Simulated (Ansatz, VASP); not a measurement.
# Two plane-wave programs on Ca

```
Ca
1.0
     0.00000    2.80050    2.80050
     2.80050    0.00000    2.80050
     2.80050    2.80050    0.00000
Ca
1
Direct
  0.00000 0.00000 0.00000
```

Alike in both runs: task single point; functional r2SCAN; k mesh 6 × 6 × 6; occupations gaussian, width 0.1 eV; no spin polarisation.

```csv
,VASP,Ansatz
version,VASP 6.6.1,Ansatz 0.2.0
potentials or method,"VASP PAW PBE potentials, release 64 (Ca_sv), cutoff 520 eV","scalar-relativistic, plane waves, PAW"
valence electrons in the cell,10,10
```

```tsv
	VASP	Ansatz	Ansatz less VASP
gap on the k mesh at the Fermi level (eV)	none	none	-
pressure (GPa)	-0.4	-0.4	-0.04
```

VASP's potentials were made for PBE, not for r2SCAN. A gap of «none» marks a metal or a gap that the smearing closes. The functional is the same, so the differences come from potentials, cutoffs and numerics.
